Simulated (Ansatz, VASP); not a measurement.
## One calculation of I, two programs

```
I
1.0
    -1.61205    1.63044    3.89100
     1.61205   -1.63044    3.89100
     1.61205    1.63044   -3.89100
I
1
Direct
  0.00000 0.00000 0.00000
```

Alike in both runs: task single point; functional PBE; k mesh 16 × 16 × 16; occupations gaussian, width 0.1 eV; no spin polarisation.

|  | VASP | Ansatz |
| --- | --- | --- |
| version | VASP 6.6.1 | Ansatz 0.2.0 |
| potentials or method | VASP PAW PBE potentials, release 64 (I), cutoff 520 eV | scalar-relativistic, plane waves, PAW |
| valence electrons in the cell | 7 | 17 |

|  | VASP | Ansatz | Ansatz less VASP |
| --- | --- | --- | --- |
| gap on the k mesh at the Fermi level (eV) | none | none | - |
| pressure (GPa) | 0.0 | 0.1 | +0.03 |
| traceless stress, the component that is largest in VASP (GPa) | 0.84 | 0.81 | -0.032 |

A gap of «none» marks a metal or a gap that the smearing closes. VASP's potentials hold 7 valence electrons a cell and Ansatz's 17, so a difference there can come from the potentials and not from the codes.

Spin-orbit coupling is off throughout.
